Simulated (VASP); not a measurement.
# Ag (P6_3/mmc) in VASP: further runs, part 3 of 3

VASP 6.6.1.

### 5 Elastic constants, LDA

This run uses another cell than the first one, of 15.01 Å³/atom.

The input, INCAR:

```
SYSTEM = Ag
PREC = Accurate ; ENCUT = 600
EDIFF = 1E-8 ; ISMEAR = -1
SIGMA = 0.15 ; LREAL = .False.
LASPH = .True. ; NELM = 60
ALGO = Fast ; ISIF = 3
LWAVE = .False. ; LCHARG = .False.
NBANDS = 18 ; IBRION = 6
NFREE = 2 ; POTIM = 0.015
NSW = 1
```

The input, KPOINTS:

```
regular mesh
0
Gamma
  18 18 10
  0 0 0
```

The input, POSCAR:

```
Ag
1.0
    2.7647321664      0.0000000000      0.0000000000
   -1.3823660832      2.3943282908      0.0000000000
    0.0000000000      0.0000000000      4.5361955434
Ag
2
Direct
    0.3333333333      0.6666666667      0.2500000000
    0.6666666667      0.3333333333      0.7500000000
```

Potentials or basis: VASP PAW LDA potentials, release 64 (Ag).

Started as:

```sh
$ cat potpaw_LDA.64/Ag/POTCAR > POTCAR
$ mpirun -np 1 vasp_std > vasp.out
```

OUTCAR:

```text
SYSTEM = Ag
   PREC = Accurate
   ENCUT = 600
   EDIFF = 1E-8
   ISMEAR = -1
   LREAL = .False.
   LASPH = .True.
   NELM = 60
   ISIF = 3
   IBRION = 6
   NFREE = 2
   POTIM = 0.015
   NSW = 1

 ion  position               nearest neighbor table
   1  0.333  0.667  0.250-   2 2.77   2 2.77   2 2.77   2 2.77   2 2.77   2 2.77
   2  0.667  0.333  0.750-   1 2.77   1 2.77   1 2.77   1 2.77   1 2.77   1 2.77

  LATTYP: Found a hexagonal cell.
 ALAT       =     2.7647321664
 C/A-ratio  =     1.6407359811

  Lattice vectors:

 A1 = (   2.7647321664,   0.0000000000,   0.0000000000)
 A2 = (  -1.3823660832,   2.3943282908,   0.0000000000)
 A3 = (   0.0000000000,   0.0000000000,   4.5361955434)

Analysis of symmetry for initial positions (statically):
=====================================================================
 Subroutine PRICEL returns:
 Original cell was already a primitive cell.

 Routine SETGRP: Setting up the symmetry group for a
 hexagonal supercell.

 Subroutine GETGRP returns: Found 24 space group operations
 (whereof 12 operations were pure point group operations)
 out of a pool of 24 trial point group operations.

The static configuration has the point symmetry D_3d.
 The point group associated with its full space group is D_6h.

Analysis of symmetry for dynamics (positions and initial velocities):
=====================================================================
 Subroutine PRICEL returns:
 Original cell was already a primitive cell.

 Routine SETGRP: Setting up the symmetry group for a
 hexagonal supercell.

 Subroutine GETGRP returns: Found 24 space group operations
 (whereof 12 operations were pure point group operations)
 out of a pool of 24 trial point group operations.

The dynamic configuration has the point symmetry D_3d.
 The point group associated with its full space group is D_6h.

 Subroutine INISYM returns: Found 24 space group operations
 (whereof 12 operations are pure point group operations),
 and found     1 'primitive' translations

----------------------------------------------------------------------------------------

                                     Primitive cell

  volume of cell :      30.0281

  direct lattice vectors                    reciprocal lattice vectors
     2.764732166  0.000000000  0.000000000     0.361698689  0.208826835  0.000000000
    -1.382366083  2.394328291  0.000000000     0.000000000  0.417653671  0.000000000
     0.000000000  0.000000000  4.536195543     0.000000000  0.000000000  0.220449050

  length of vectors
     2.764732166  2.764732166  4.536195543     0.417653671  0.417653671  0.220449050

  position of ions in fractional coordinates (direct lattice)
     0.333333333  0.666666667  0.250000000
     0.666666667  0.333333333  0.750000000

  ion indices of the primitive-cell ions
[... 232 lines left out ...]

 val. band max:        9.8376922046   @ k =   0.3889   0.1111   0.3000
 cond. band min:       9.8527573245   @ k =   0.5000  -0.0000   0.2000
 fundamental gap:      0.0150651198
 Fermi energy:         9.8491573759

 k-point     1 :       0.0000    0.0000    0.0000
  band No.  band energies     occupation
      1       1.1370      2.00000
      2       2.6427      2.00000
      3       4.5004      2.00000
      4       4.7091      2.00000
      5       4.7091      2.00000
      6       4.9858      2.00000
[... 493 lines left out ...]
     17      21.6538      0.00000
     18      25.5612      0.00000

 [... further k-points ...]

[... ionic steps 4 to 14 ...]

--------------------------------------- Ionic step       15  -------------------------------------------

 number of electron      21.9999995 magnetization

------------------------ aborting loop because EDIFF is reached ----------------------------------------
[... 67 lines left out ...]
--------------------------------------- Ionic step       17  -------------------------------------------

 number of electron      21.9999996 magnetization

 Free energy of the ion-electron system (eV)
  ---------------------------------------------------
  ext. energy  EPLUGINS =         0.00000000
  ---------------------------------------------------
  free energy    TOTEN  =        -7.50028510 eV

  energy without entropy =       -7.45862809  energy(sigma->0) =       -7.47945659

 E-fermi :  10.0881     XC(G=0): -13.3466

 val. band max:       10.0741012450   @ k =   0.3333   0.0556   0.4000
 cond. band min:      10.0888425730   @ k =   0.1111   0.1111   0.2000
 fundamental gap:      0.0147413280
 Fermi energy:        10.0880712865

 k-point     1 :       0.0000    0.0000    0.0000
  band No.  band energies     occupation
      1       1.2558      2.00000
      2       2.7851      2.00000
      3       4.7509      2.00000
      4       4.8883      2.00000
      5       4.8883      2.00000
      6       5.1887      2.00000
[... 524 lines left out ...]
  FREE ENERGIE OF THE ION-ELECTRON SYSTEM (eV)
  ---------------------------------------------------
  free  energy   TOTEN  =        -7.5002850954 eV

  energy  without entropy=       -7.4586280865  energy(sigma->0) =       -7.47945659

 INTERNAL STRAIN TENSORS FROM STRAINED CELLS
 ============================================

 INTERNAL STRAIN TENSOR FOR ION    1 for displacements in x,y,z  (eV/Angst):
          X           Y           Z          XY          YZ          ZX
  --------------------------------------------------------------------------------
  x    -0.00000     0.00000     0.00000    -1.97540     0.00000    -0.00000
  y    -1.96671     1.95032    -0.00000    -0.00001     0.00003    -0.00001
  z    -0.00000     0.00000     0.00000     0.00000     0.00307     0.00000

 INTERNAL STRAIN TENSORS FROM DISPLACED ATOMS
 ============================================

 INTERNAL STRAIN TENSOR FOR ION    1 for displacements in x,y,z  (eV/Angst):
          X           Y           Z          XY          YZ          ZX
  --------------------------------------------------------------------------------
  x     0.00000     0.00000     0.00000    -1.95433     0.00000     0.00000
  y    -1.95433     1.95433     0.00000     0.00000     0.00000     0.00000
  z    -0.00000    -0.00000     0.00000     0.00000     0.00000     0.00000

 INTERNAL STRAIN TENSOR FOR ION    2 for displacements in x,y,z  (eV/Angst):
          X           Y           Z          XY          YZ          ZX
  --------------------------------------------------------------------------------
  x     0.00000     0.00000     0.00000     1.95433     0.00000     0.00000
  y     1.95433    -1.95433     0.00000     0.00000     0.00000     0.00000
  z     0.00000     0.00000    -0.00000     0.00000     0.00000     0.00000

 Eigenvectors and eigenvalues of the dynamical matrix
 ----------------------------------------------------

   1 f  =    6.661923 THz    41.858094 2PiTHz  222.217815 cm-1    27.551485 meV
             X         Y         Z           dx          dy          dz
     -0.000000  1.596219  1.134049     0.000000    0.000000   -0.707107
      1.382366  0.798109  3.402147     0.000000    0.000000    0.707107
[... 16 lines left out ...]
   5 f  =    0.000000 THz     0.000000 2PiTHz    0.000000 cm-1     0.000000 meV
             X         Y         Z           dx          dy          dz
     -0.000000  1.596219  1.134049     0.000000    0.000000    0.707107
      1.382366  0.798109  3.402147     0.000000    0.000000    0.707107

   6 f/i=    0.000000 THz     0.000000 2PiTHz    0.000001 cm-1     0.000000 meV
             X         Y         Z           dx          dy          dz
     -0.000000  1.596219  1.134049    -0.397208   -0.585001    0.000000
      1.382366  0.798109  3.402147    -0.397208   -0.585001    0.000000

--------------------------------------------------------------------------------------------------------

 ELASTIC MODULI CONTR FROM IONIC RELAXATION (kBar)
 Direction    XX          YY          ZZ          XY          YZ          ZX
 --------------------------------------------------------------------------------
 XX        -142.8203    142.8203      0.0000      0.0000      0.0000      0.0000
 YY         142.8203   -142.8203      0.0000     -0.0000      0.0000      0.0000
 ZZ           0.0000      0.0000     -0.0000      0.0000      0.0000      0.0000
 XY           0.0000     -0.0000      0.0000   -142.8203      0.0000      0.0000
 YZ           0.0000      0.0000      0.0000      0.0000      0.0000      0.0000
 ZX           0.0000      0.0000      0.0000      0.0000      0.0000      0.0000
 --------------------------------------------------------------------------------

 TOTAL ELASTIC MODULI (kBar)
 Direction    XX          YY          ZZ          XY          YZ          ZX
 --------------------------------------------------------------------------------
 XX        2611.2000   1720.3455   1277.5701      0.0000      0.0000      0.0000
 YY        1720.3455   2611.2000   1277.5701     -0.0000      0.0000      0.0000
 ZZ        1277.5701   1277.5701   2997.3866      0.0000      0.0000      0.0000
 XY           0.0000     -0.0000      0.0000    445.4273      0.0000      0.0000
 YZ           0.0000     -0.0000      0.0000      0.0000    414.3221      0.0000
 ZX           0.0000      0.0000      0.0000     -0.0000      0.0000    414.3221
 --------------------------------------------------------------------------------
```

OSZICAR:

```text
N       E                     dE             d eps       ncg     rms          rms(c)
DAV:   1     0.138120657895E+03    0.13812E+03   -0.13049E+04  8000   0.139E+03
DAV:   2    -0.582638139275E+01   -0.14395E+03   -0.13723E+03  8232   0.296E+02
DAV:   3    -0.818714190279E+01   -0.23608E+01   -0.23523E+01  9192   0.426E+01
[... 227 lines left out ...]
RMM:   5    -0.750028458004E+01   -0.22251E-05   -0.28373E-05 11880   0.441E-02    0.325E-03
RMM:   6    -0.750028500858E+01   -0.42853E-06   -0.53877E-06 11880   0.174E-02    0.144E-03
RMM:   7    -0.750028507013E+01   -0.61557E-07   -0.10720E-06 11880   0.770E-03    0.709E-04
RMM:   8    -0.750028508856E+01   -0.18423E-07   -0.24958E-07 11652   0.346E-03    0.375E-04
RMM:   9    -0.750028509538E+01   -0.68276E-08   -0.54687E-08  9661   0.159E-03
  17 F= -.75002851E+01 E0= -.74794566E+01  d E =-.416570E-01
```

Wall time 1.8 h (1 thread of Oxide Virtual Turin-like, shared host); peak memory 0.94 GiB.

What came out:

| Item | Value |
| --- | --- |
| Voigt bulk modulus | 186 GPa |
| Highest phonon frequency at Γ | 222 cm⁻¹ |

Phonon frequencies in cm⁻¹ (negative: imaginary):
```
              q point      frequencies
(0.000, 0.000, 0.000)  0 0 0 85 85 222
```

Elastic tensor in Voigt notation (GPa, in the Cartesian axes of the cell as first typed):
```
261 172 128   0   0   0
172 261 128   0   0   0
128 128 300   0   0   0
  0   0   0  41   0   0
  0   0   0   0  41   0
  0   0   0   0   0  45
```

Clamped-ion elastic tensor (GPa):
```
275 158 128   0   0   0
158 275 128   0   0   0
128 128 300   0   0   0
  0   0   0  41   0   0
  0   0   0   0  41   0
  0   0   0   0   0  59
```

Caveat: the cell is under stress, which shifts elastic constants.

### 6 Elastic constants, LDA

This run uses another cell than the first one, of 15.52 Å³/atom.

INCAR is that of step 5.

KPOINTS is that of step 5.

The input, POSCAR:

```
Ag
1.0
    2.7953814038      0.0000000000      0.0000000000
   -1.3976907019      2.4208713089      0.0000000000
    0.0000000000      0.0000000000      4.5875874633
Ag
2
Direct
    0.3333333333      0.6666666667      0.2500000000
    0.6666666667      0.3333333333      0.7500000000
```

Potentials or basis: VASP PAW LDA potentials, release 64 (Ag).

Started as:

```sh
$ cat potpaw_LDA.64/Ag/POTCAR > POTCAR
$ mpirun -np 1 vasp_std > vasp.out
```

OUTCAR:

```text
SYSTEM = Ag
   PREC = Accurate
   ENCUT = 600
   EDIFF = 1E-8
   ISMEAR = -1
   LREAL = .False.
   LASPH = .True.
   NELM = 60
   ISIF = 3
   IBRION = 6
   NFREE = 2
   POTIM = 0.015
   NSW = 1

 ion  position               nearest neighbor table
   1  0.333  0.667  0.250-   2 2.80   2 2.80   2 2.80   2 2.80   2 2.80   2 2.80
   2  0.667  0.333  0.750-   1 2.80   1 2.80   1 2.80   1 2.80   1 2.80   1 2.80

  LATTYP: Found a hexagonal cell.
 ALAT       =     2.7953814038
 C/A-ratio  =     1.6411311376

  Lattice vectors:

 A1 = (   2.7953814038,   0.0000000000,   0.0000000000)
 A2 = (  -1.3976907019,   2.4208713089,   0.0000000000)
 A3 = (   0.0000000000,   0.0000000000,   4.5875874633)

Analysis of symmetry for initial positions (statically):
=====================================================================
 Subroutine PRICEL returns:
 Original cell was already a primitive cell.

 Routine SETGRP: Setting up the symmetry group for a
 hexagonal supercell.

 Subroutine GETGRP returns: Found 24 space group operations
 (whereof 12 operations were pure point group operations)
 out of a pool of 24 trial point group operations.

The static configuration has the point symmetry D_3d.
 The point group associated with its full space group is D_6h.

Analysis of symmetry for dynamics (positions and initial velocities):
[... 898 lines left out ...]

 INTERNAL STRAIN TENSORS FROM STRAINED CELLS
 ============================================

 INTERNAL STRAIN TENSOR FOR ION    1 for displacements in x,y,z  (eV/Angst):
          X           Y           Z          XY          YZ          ZX
  --------------------------------------------------------------------------------
  x     0.00000     0.00000    -0.00000    -1.66868    -0.00000     0.00000
  y    -1.64661     1.66783     0.00000    -0.00001     0.00001    -0.00002
  z     0.00000    -0.00000     0.00000    -0.00000     0.02163    -0.00000

 INTERNAL STRAIN TENSORS FROM DISPLACED ATOMS
 ============================================

 INTERNAL STRAIN TENSOR FOR ION    1 for displacements in x,y,z  (eV/Angst):
          X           Y           Z          XY          YZ          ZX
  --------------------------------------------------------------------------------
  x     0.00000     0.00000     0.00000    -1.65647     0.00000     0.00000
  y    -1.65647     1.65647     0.00000     0.00000     0.00000     0.00000
  z     0.00000    -0.00000     0.00000     0.00000    -0.00000     0.00000

 INTERNAL STRAIN TENSOR FOR ION    2 for displacements in x,y,z  (eV/Angst):
          X           Y           Z          XY          YZ          ZX
  --------------------------------------------------------------------------------
  x     0.00000     0.00000     0.00000     1.65647     0.00000     0.00000
  y     1.65647    -1.65647    -0.00000     0.00000     0.00000     0.00000
  z    -0.00000     0.00000     0.00000     0.00000     0.00000     0.00000

 Eigenvectors and eigenvalues of the dynamical matrix
 ----------------------------------------------------

   1 f  =    6.124552 THz    38.481693 2PiTHz  204.293054 cm-1    25.329099 meV
             X         Y         Z           dx          dy          dz
     -0.000000  1.613914  1.146897     0.000000    0.000000    0.707107
      1.397691  0.806957  3.440691     0.000000    0.000000   -0.707107
[... 11 lines left out ...]
   4 f  =    0.000000 THz     0.000000 2PiTHz    0.000000 cm-1     0.000000 meV
             X         Y         Z           dx          dy          dz
     -0.000000  1.613914  1.146897     0.000000    0.000000    0.707107
      1.397691  0.806957  3.440691     0.000000    0.000000    0.707107

   5 f/i=    0.000000 THz     0.000000 2PiTHz    0.000000 cm-1     0.000000 meV
             X         Y         Z           dx          dy          dz
     -0.000000  1.613914  1.146897    -0.090227    0.701327    0.000000
      1.397691  0.806957  3.440691    -0.090227    0.701327    0.000000

   6 f/i=    0.000000 THz     0.000000 2PiTHz    0.000001 cm-1     0.000000 meV
             X         Y         Z           dx          dy          dz
     -0.000000  1.613914  1.146897    -0.701327   -0.090227    0.000000
      1.397691  0.806957  3.440691    -0.701327   -0.090227    0.000000

--------------------------------------------------------------------------------------------------------

 ELASTIC MODULI CONTR FROM IONIC RELAXATION (kBar)
 Direction    XX          YY          ZZ          XY          YZ          ZX
 --------------------------------------------------------------------------------
 XX        -113.6005    113.6005      0.0000      0.0000      0.0000      0.0000
 YY         113.6005   -113.6005     -0.0000     -0.0000     -0.0000      0.0000
 ZZ           0.0000     -0.0000     -0.0000     -0.0000      0.0000      0.0000
 XY           0.0000     -0.0000     -0.0000   -113.6005      0.0000      0.0000
 YZ           0.0000     -0.0000      0.0000      0.0000     -0.0000      0.0000
 ZX           0.0000      0.0000      0.0000      0.0000      0.0000      0.0000
 --------------------------------------------------------------------------------

 TOTAL ELASTIC MODULI (kBar)
 Direction    XX          YY          ZZ          XY          YZ          ZX
 --------------------------------------------------------------------------------
 XX        2263.2872   1470.0546   1101.6210      0.0000     -0.0000      0.0000
 YY        1470.0546   2263.2872   1101.6210     -0.0000     -0.0000      0.0000
 ZZ        1101.6210   1101.6210   2572.1656     -0.0000      0.0000      0.0000
 XY           0.0000     -0.0000     -0.0000    396.6163     -0.0000      0.0000
 YZ           0.0000     -0.0000      0.0000      0.0000    357.5825      0.0000
 ZX           0.0000      0.0000      0.0000      0.0000      0.0000    357.5824
 --------------------------------------------------------------------------------
```

Wall time 81 min (1 thread of Oxide Virtual Turin-like, shared host); peak memory 0.96 GiB.

What came out:

```
Voigt bulk modulus            : 161 GPa
Highest phonon frequency at Γ : 204 cm⁻¹
```

Phonon frequencies in cm⁻¹ (negative: imaginary):
```tsv
q point	frequencies
(0.000, 0.000, 0.000)	0 0 0 79 79 204
```

Elastic tensor in Voigt notation (GPa, in the Cartesian axes of the cell as first typed):
```
226 147 110   0   0   0
147 226 110   0   0   0
110 110 257   0   0   0
  0   0   0  36   0   0
  0   0   0   0  36   0
  0   0   0   0   0  40
```

Clamped-ion elastic tensor (GPa):
```
238 136 110   0   0   0
136 238 110   0   0   0
110 110 257   0   0   0
  0   0   0  36   0   0
  0   0   0   0  36   0
  0   0   0   0   0  51
```

Caveat: the cell is under stress, which shifts elastic constants.
